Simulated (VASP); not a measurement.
LiC4: single point with PBE

The system is LiC4.

```
CELL_PARAMETERS angstrom
2.99848 -3.14408 0.00000
2.99848 3.14408 0.00000
0.00000 0.00000 2.37414
ATOMIC_POSITIONS crystal
Li 0.00000 0.00000 0.00000
C 0.62399 0.37601 0.00000
C 0.37601 0.62399 0.00000
C 0.66749 0.66749 0.50000
C 0.33251 0.33251 0.50000
```

```
Program                : VASP 6.6.1
Task                   : single point
Functional             : PBE
Potentials or basis    : VASP PAW PBE potentials, release 64 (Li_sv, C_h)
Cutoff                 : 910 eV
k mesh                 : 4 × 4 × 6
Occupations            : gaussian, width 0.1 eV
Spin                   : no spin polarisation
Dipole correction      : no
Second run             : hard_potentials
Further INCAR settings : ALGO = Normal; EDIFF = 1e-06; NBANDS = 18
```

```
Pressure      : -0.3 GPa
Largest force : 0.034 eV/Å
```

Forces in eV/Å, atoms in the order of the input:
```
Li   0.000  0.000  0.000
C    0.000 -0.034  0.000
C    0.000  0.034  0.000
C    0.015  0.000  0.000
C   -0.015  0.000  0.000
```

Stress tensor (GPa, compression positive):
```
-0.44  0.00  0.00
 0.00 -0.24  0.00
 0.00  0.00 -0.21
```

Levels at points of the mesh, in eV from the Fermi level:
| k point | band 6 | band 7 | band 8 | band 9 | band 10 | band 11 | band 12 | band 13 |
| --- | --- | --- | --- | --- | --- | --- | --- | --- |
| (0.00, 0.00, 0.00) | -6.05 | -4.69 | -3.53 | -2.06 | 0.16 | 2.53 | 2.54 | 4.11 |
| (0.50, 0.00, 0.00) | -5.14 | -4.65 | -4.21 | -2.34 | 2.01 | 2.46 | 2.68 | 4.06 |
| (0.50, 0.50, 0.00) | -4.62 | -4.49 | -4.22 | -1.68 | 2.16 | 2.44 | 2.88 | 4.01 |
| (0.00, 0.00, 0.50) | -6.63 | -5.69 | -3.89 | -2.91 | -0.75 | 0.09 | 2.23 | 2.58 |
| (0.50, 0.00, 0.50) | -6.78 | -5.97 | -3.07 | -2.64 | -0.08 | 0.72 | 0.87 | 2.09 |
| (0.50, 0.50, 0.50) | -7.27 | -6.40 | -3.64 | -2.06 | 0.71 | 1.51 | 2.12 | 2.36 |

Run time: 21 s on 1 thread of Intel(R) Xeon(R) 6975P-C (Granite Rapids) (shared host), peak memory 0.22 GiB.

Caveat: the k points lie up to 0.44 Å⁻¹ apart; the cutoff is under 1.25 times the usual one of these potentials, so pressure, stress and relaxed cells hold a basis-set (Pulay) error.
